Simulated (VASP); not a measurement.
## GaN: single point with PBE

GaN:

```
CELL_PARAMETERS angstrom
-3.21854 0.00000 0.00000
0.00000 0.00000 -5.24338
0.00000 -5.57467 0.00000
ATOMIC_POSITIONS crystal
Ga 0.50000 0.00223 0.17739
Ga 0.00000 0.99349 0.65595
Ga 0.00000 0.49349 0.34405
Ga 0.50000 0.50223 0.82261
N 0.50000 0.63719 0.16849
N 0.00000 0.64098 0.66487
N 0.00000 0.14098 0.33513
N 0.50000 0.13719 0.83151
```

This cell differs from its parent crystal: atoms displaced along a vibrational mode.

```json
{
  "Program": "VASP 6.6.1",
  "Task": "single point",
  "Functional": "PBE",
  "Potentials or basis": "VASP PAW PBE potentials, release 64 (Ga_d, N)",
  "Cutoff": "520 eV",
  "k mesh": "8 × 6 × 6",
  "Occupations": "gaussian, width 0.05 eV",
  "Spin": "no spin polarisation"
}
```

| Item | Value |
| --- | --- |
| Pressure | 1.4 GPa |
| Largest force | 2.358 eV/Å |
| Band gap on the k mesh | 1.53 eV |

Forces in eV/Å, atoms in the order of the input:
```
Ga   0.000  1.194 -0.536
Ga   0.000 -1.253 -1.998
Ga   0.000  1.253 -1.998
Ga   0.000 -1.194 -0.536
N    0.000 -0.057  0.998
N    0.000 -0.076  1.535
N    0.000  0.076  1.535
N    0.000  0.057  0.998
```

Stress tensor (GPa, compression positive):
```
-2.10  0.00  0.00
 0.00 -2.11  0.00
 0.00  0.00  8.37
```

Levels at points of the mesh, in eV from the valence-band top:
```tsv
k point	band 33	band 34	band 35	band 36	band 37	band 38	band 39	band 40
(0.00, 0.00, 0.00)	-0.62	-0.41	-0.04	0.00	1.53	4.07	4.91	5.23
(0.50, 0.00, 0.00)	-2.52	-1.99	-1.92	-1.83	4.87	5.57	6.14	6.38
(0.00, 0.50, 0.00)	-0.59	-0.59	-0.51	-0.51	3.81	3.81	4.15	4.15
(0.50, 0.50, 0.00)	-2.08	-2.08	-1.64	-1.64	5.29	5.29	5.68	5.68
(0.00, 0.00, 0.50)	-1.16	-0.98	-0.49	-0.26	3.84	4.08	5.68	5.76
(0.50, 0.00, 0.50)	-2.61	-2.35	-0.95	-0.76	4.59	5.05	5.20	5.35
(0.00, 0.50, 0.50)	-1.68	-1.68	-0.92	-0.92	4.66	4.66	5.09	5.09
(0.50, 0.50, 0.50)	-1.93	-1.93	-1.68	-1.68	3.77	3.77	4.33	4.33
```

It took 2.6 min on 1 thread of Intel(R) Xeon(R) 6975P-C (Granite Rapids), on a shared host, peak memory 0.36 GiB.

Caveat: the cell differs from its parent crystal (atoms displaced along a vibrational mode); forces of over 1 eV/Å act on the atoms, so gaps and moduli don't describe the material at rest.
